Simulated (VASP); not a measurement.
# Ba (Im-3m) in VASP: further runs

Ba is run at these levels: LDA; tasks: single point.

All numbers are computed with VASP 6.6.1; they aren't measurements. Logs are shortened: lines on timing, memory, paths and dates and some standing lists are left out, and cuts for length are marked.

## (1) The cell of the first run

It takes space group Im-3m (No. 229, cubic). Conventional cell: a = 4.758 Å, b = 4.758 Å, c = 4.758 Å, α = 90.00°, β = 90.00°, γ = 90.00°. Within 5.4 Å of Ba (site symmetry m-3m) lie 14 Ba at 4.12 to 4.76 Å.

## (2) Single point, LDA

The input, INCAR:

```
  ALGO = Normal
  EDIFF = 1E-6
  ENCUT = 520
  ISIF = 2
  ISMEAR = 1
  LASPH = True
  LCHARG = True
  LELF = True
  LREAL = False
  LVHAR = True
  LWAVE = False
  NBANDS = 11
  NELM = 60
  PREC = Accurate
  SIGMA = 0.03
```

The input, KPOINTS:

```
k-points
0
Gamma
  9 9 9
```

The input, POSCAR:

```
Ba
1.0
   -2.3789385306      2.3789385306      2.3789385306
    2.3789385306     -2.3789385306      2.3789385306
    2.3789385306      2.3789385306     -2.3789385306
Ba
1
Direct
    0.0000000000      0.0000000000      0.0000000000
```

Potentials or basis: VASP PAW LDA potentials, release 64 (Ba_sv).

Launch:

```
> cat potpaw_LDA.64/Ba_sv/POTCAR > POTCAR
> mpirun -np 1 vasp_std > vasp.out
```

OUTCAR:

```text
EDIFF = 1E-6
   ENCUT = 520
   ISIF = 2
   ISMEAR = 1
   LASPH = True
   LREAL = False
   NELM = 60
   PREC = Accurate

 ion  position               nearest neighbor table
   1  0.000  0.000  0.000-

  LATTYP: Found a body centered cubic cell.
 ALAT       =     4.7578770612

  Lattice vectors:

 A1 = (  -2.3789385306,   2.3789385306,   2.3789385306)
 A2 = (   2.3789385306,  -2.3789385306,   2.3789385306)
 A3 = (   2.3789385306,   2.3789385306,  -2.3789385306)

Analysis of symmetry for initial positions (statically):
=====================================================================
 Subroutine PRICEL returns:
 Original cell was already a primitive cell.

 Routine SETGRP: Setting up the symmetry group for a
 body centered cubic supercell.

 Subroutine GETGRP returns: Found 48 space group operations
 (whereof 48 operations were pure point group operations)
 out of a pool of 48 trial point group operations.

The static configuration has the point symmetry O_h .

Analysis of symmetry for dynamics (positions and initial velocities):
=====================================================================
 Subroutine PRICEL returns:
 Original cell was already a primitive cell.

 Routine SETGRP: Setting up the symmetry group for a
 body centered cubic supercell.

 Subroutine GETGRP returns: Found 48 space group operations
 (whereof 48 operations were pure point group operations)
 out of a pool of 48 trial point group operations.

The dynamic configuration has the point symmetry O_h .

 Subroutine INISYM returns: Found 48 space group operations
 (whereof 48 operations are pure point group operations),
 and found     1 'primitive' translations

----------------------------------------------------------------------------------------

                                     Primitive cell

  volume of cell :      53.8530

  direct lattice vectors                    reciprocal lattice vectors
    -2.378938531  2.378938531  2.378938531     0.000000000  0.210177772  0.210177772
     2.378938531 -2.378938531  2.378938531     0.210177772  0.000000000  0.210177772
     2.378938531  2.378938531 -2.378938531     0.210177772  0.210177772  0.000000000

  length of vectors
     4.120442403  4.120442403  4.120442403     0.297236256  0.297236256  0.297236256

  position of ions in fractional coordinates (direct lattice)
     0.000000000  0.000000000  0.000000000

  ion indices of the primitive-cell ions
   primitive index   ion index
                 1           1

----------------------------------------------------------------------------------------

 KPOINTS: k-points

Automatic generation of k-mesh.
 Grid dimensions read from file:
 generate k-points for:    9    9    9

 Generating k-lattice:

  Cartesian coordinates                     Fractional coordinates (reciprocal lattice)
     0.000000000  0.023353086  0.023353086     0.111111111  0.000000000  0.000000000
     0.023353086  0.000000000  0.023353086     0.000000000  0.111111111  0.000000000
     0.023353086  0.023353086  0.000000000     0.000000000  0.000000000  0.111111111

  Length of vectors
     0.033026251  0.033026251  0.033026251

  Shift w.r.t. Gamma in fractional coordinates (k-lattice)
     0.000000000  0.000000000  0.000000000

 Subroutine IBZKPT returns following result:
 ===========================================

 Found     35 irreducible k-points:

 Following reciprocal coordinates:
            Coordinates               Weight
  0.000000  0.000000  0.000000      1.000000
  0.111111  0.000000  0.000000     12.000000
  0.222222  0.000000  0.000000     12.000000
  0.333333  0.000000  0.000000     12.000000
  0.444444  0.000000  0.000000     12.000000
  0.111111  0.111111  0.000000     24.000000
[... 16 lines left out ...]
 -0.333333  0.444444  0.111111     48.000000
 -0.444444 -0.444444  0.111111     24.000000
 [... further k-points ...]
   k-points           NKPTS =     35   k-points in BZ     NKDIM =     35   number of bands    NBANDS=     11
   number of dos      NEDOS =    301   number of ions     NIONS =      1
   total plane-waves  NPLWV =  32768
   dimension x,y,z NGX =    32 NGY =   32 NGZ =   32
   dimension x,y,z NGXF=    64 NGYF=   64 NGZF=   64
   ions per type =               1
   NGX,Y,Z   is equivalent  to a cutoff of  12.91, 12.91, 12.91 a.u.
   NGXF,Y,Z  is equivalent  to a cutoff of  25.82, 25.82, 25.82 a.u.
 SYSTEM =  unknown system
   PREC   = accura    normal or accurate (medium, high low for compatibility)
   ISTART =      0    job   : 0-new  1-cont  2-samecut
   ICHARG =      2    charge: 1-file 2-atom 10-const
   ISPIN  =      1    spin polarized calculation?
   LNONCOLLINEAR =      F non collinear calculations
   LSORBIT =      F    spin-orbit coupling
   LASPH  =      T    aspherical Exc in radial PAW
   ENCUT  =  520.0 eV  38.22 Ry    6.18 a.u.   7.66  7.66  7.66*2*pi/ulx,y,z
   NELM   =     60;   NELMIN=  2; NELMDL= -5     # of ELM steps
   EDIFF  = 0.1E-05   stopping-criterion for ELM
   LREAL  =      F    real-space projection
   EDIFFG = 0.1E-04   stopping-criterion for IOM
   NSW    =      0    number of steps for IOM
   IBRION =     -1    ionic relax: 0-MD 1-quasi-New 2-CG
   NFREE  =      0    steps in history (QN), initial steepest desc. (CG)
   ISIF   =      2    stress and relaxation
   ISYM   =      2    0-nonsym 1-usesym 2-fastsym
   POTIM  = 0.5000    time-step for ionic-motion
   TEBEG  =    0.0;   TEEND  =   0.0 temperature during run
   PSTRESS=    0.0 pullay stress
   NELECT =      10.0000    total number of electrons
   NUPDOWN=      -1.0000    fix difference up-down
   EMIN   =  10.00;   EMAX   =-10.00  energy-range for DOS
   EFERMI =   0.00;   METHOD = LEGACY
   ISMEAR =     1;   SIGMA  =   0.03  broadening in eV -4-tet -1-fermi 0-gaus
   EFERMI_NEDOS =   21; number of points for ismear=-14 and -15
   IALGO  =     38    algorithm
   IMIX   =      4    mixing-type and parameters
     AMIX     =   0.40;   BMIX     =  1.00
     AMIX_MAG =   1.60;   BMIX_MAG =  1.00
  volume/ion in A,a.u.               =      53.85       363.42
  Fermi-wavevector in a.u.,A,eV,Ry     =   0.933982  1.764969 11.868654  0.872321
  Thomas-Fermi vector in A             =   2.060739
   LORBIT       =      0    0 simple, 1 ext, 2 COOP (PROOUT), +10 PAW based schemes
   GGA     = CA    functional components
   LHFCALC =     F    Hartree Fock is set to
   AEXX    =    0.0000 exact exchange contribution
   IVDW    =     0    specifies the selected vdW correction
   LEPSILON=     F    determine dielectric tensor
   LRPA    =     F    only Hartree local field effects (RPA)
 non-spin polarized calculation
 Methfessel and Paxton  Order N= 1 SIGMA  =   0.03
  energy-cutoff  :      520.00
  volume of cell :       53.85
 maximum number of plane-waves:      1481
   NGX = 15   NGY = 15   NGZ = 15

 number of electron      10.0000000 magnetization

 number of electron       9.9999999 magnetization

 Free energy of the ion-electron system (eV)
  ---------------------------------------------------
  ext. energy  EPLUGINS =         0.00000000
  ---------------------------------------------------
  free energy    TOTEN  =        -2.24686647 eV

  energy without entropy =       -2.24688605  energy(sigma->0) =       -2.24687299

 E-fermi :   1.9887     XC(G=0):  -8.1435

 val. band max:        1.9750533146   @ k =  -0.3333   0.4444   0.2222
 cond. band min:       2.0150782852   @ k =   0.3333   0.3333   0.0000
 fundamental gap:      0.0400249706
 Fermi energy:         1.9886625680

 k-point     1 :       0.0000    0.0000    0.0000
  band No.  band energies     occupation
      1     -26.6068      2.00000
      2     -11.4459      2.00000
      3     -11.4459      2.00000
      4     -11.4459      2.00000
      5      -0.8302      2.00000
      6       3.9025      0.00000
      7       3.9025      0.00000
      8       3.9025      0.00000
      9       5.5917      0.00000
     10       5.5917      0.00000
     11       9.4097      0.00000

 k-point     2 :       0.1111    0.0000    0.0000
  band No.  band energies     occupation
      1     -26.5968      2.00000
      2     -11.5446      2.00000
      3     -11.4751      2.00000
      4     -11.4468      2.00000
      5      -0.5521      2.00000
      6       3.6867      0.00000
      7       3.7796      0.00000
      8       4.1882      0.00000
      9       5.2760      0.00000
     10       5.5708      0.00000
     11       9.7220      0.00000

 k-point     3 :       0.2222    0.0000    0.0000
  band No.  band energies     occupation
      1     -26.5714      2.00000
      2     -11.7821      2.00000
      3     -11.5477      2.00000
      4     -11.4492      2.00000
      5       0.1427      2.00000
      6       3.2385      0.00000
      7       3.3342      0.00000
      8       5.0175      0.00000
      9       5.2333      0.00000
     10       5.6092      0.00000
     11      10.0881      0.00000

 k-point     4 :       0.3333    0.0000    0.0000
  band No.  band energies     occupation
      1     -26.5421      2.00000
      2     -12.0337      2.00000
      3     -11.6280      2.00000
      4     -11.4521      2.00000
      5       0.7861      2.00000
      6       2.8332      0.00000
      7       3.1948      0.00000
      8       5.5370      0.00000
      9       5.8359      0.00000
     10       6.2983      0.00000
     11       9.2556      0.00000

 k-point     5 :       0.4444    0.0000    0.0000
  band No.  band energies     occupation
      1     -26.5229      2.00000
      2     -12.1891      2.00000
      3     -11.6791      2.00000
      4     -11.4540      2.00000
      5       0.9494      2.00000
      6       2.6067      0.00000
      7       3.7078      0.00000
      8       5.6286      0.00000
      9       6.1905      0.00000
     10       7.7265      0.00000
     11       8.3141      0.00000
[... 211 lines left out ...]
 k-point    21 :      -0.2222    0.3333    0.1111
  band No.  band energies     occupation
      1     -26.5369      2.00000
      2     -11.9346      2.00000
      3     -11.6708      2.00000
      4     -11.5634      2.00000
      5       1.0662      2.00000
      6       2.7857      0.00000
      7       3.4499      0.00000
      8       4.3748      0.00000
      9       5.7213      0.00000
     10       6.3385      0.00000
     11       9.5496      0.00000

 k-point    22 :      -0.4444    0.4444    0.1111
  band No.  band energies     occupation
      1     -26.5156      2.00000
      2     -12.1629      2.00000
      3     -11.7134      2.00000
      4     -11.5190      2.00000
      5       1.1948      2.00000
      6       2.8904      0.00000
      7       3.2245      0.00000
      8       4.8573      0.00000
      9       6.5480      0.00000
     10       7.6310      0.00000
     11       9.2692      0.00000

 k-point    23 :      -0.3333    0.4444    0.1111
  band No.  band energies     occupation
      1     -26.5142      2.00000
      2     -12.0755      2.00000
      3     -11.7668      2.00000
      4     -11.5687      2.00000
      5       1.5358      2.00000
      6       2.5493     -0.00000
      7       3.2393      0.00000
      8       4.7421      0.00000
      9       6.1025      0.00000
     10       7.2967      0.00000
     11       9.4636      0.00000

 k-point    24 :      -0.4444   -0.4444    0.1111
  band No.  band energies     occupation
      1     -26.5052      2.00000
      2     -12.1305      2.00000
      3     -11.8055      2.00000
      4     -11.5683      2.00000
      5       1.5699      2.00000
      6       2.8558      0.00000
      7       2.9424      0.00000
      8       4.7090      0.00000
      9       6.6085      0.00000
     10       8.3506      0.00000
     11       8.8302      0.00000

 [... further k-points ...]
[... 5 lines left out ...]
  --------------------------------------------------------------------------------------
  -------------------------------------------------------------------------------------
  Total        0.0217883      0.0217883      0.0217883      0.0000000      0.0000000      0.0000000
  in kB        0.6482216      0.6482216      0.6482216      0.0000000      0.0000000      0.0000000
  external PRESSURE =       0.6482216 kB  Pullay stress =       0.0000000 kB

 VOLUME and BASIS-vectors are now :
 -----------------------------------------------------------------------------
  energy-cutoff  :      520.00
  volume of cell :       53.85
      direct lattice vectors                 reciprocal lattice vectors
    -2.378938531  2.378938531  2.378938531     0.000000000  0.210177772  0.210177772
     2.378938531 -2.378938531  2.378938531     0.210177772  0.000000000  0.210177772
     2.378938531  2.378938531 -2.378938531     0.210177772  0.210177772  0.000000000

 POSITION                                       TOTAL-FORCE (eV/Angst)
 -----------------------------------------------------------------------------------
      0.00000      0.00000      0.00000         0.000000      0.000000     -0.000000
 -----------------------------------------------------------------------------------
    total drift:                                0.000000      0.000000     -0.000000

  FREE ENERGIE OF THE ION-ELECTRON SYSTEM (eV)
  ---------------------------------------------------
  free  energy   TOTEN  =        -2.2468664654 eV

  energy  without entropy=       -2.2468860467  energy(sigma->0) =       -2.24687299
```

Wall time 29 s (1 thread of AMD EPYC 7R13, shared host); peak memory 0.13 GiB.

Results:

- Free energy: -2.2469 eV
- Pressure: 0.1 GPa
- Band gap on the k mesh: zero (band 5 reaches 2.57 eV, above the bottom of band 6 at 1.31 eV)

Caveat: spin-orbit coupling is left out, which moves the levels of the heavy elements.

(Part 1 of 2 ends here.)
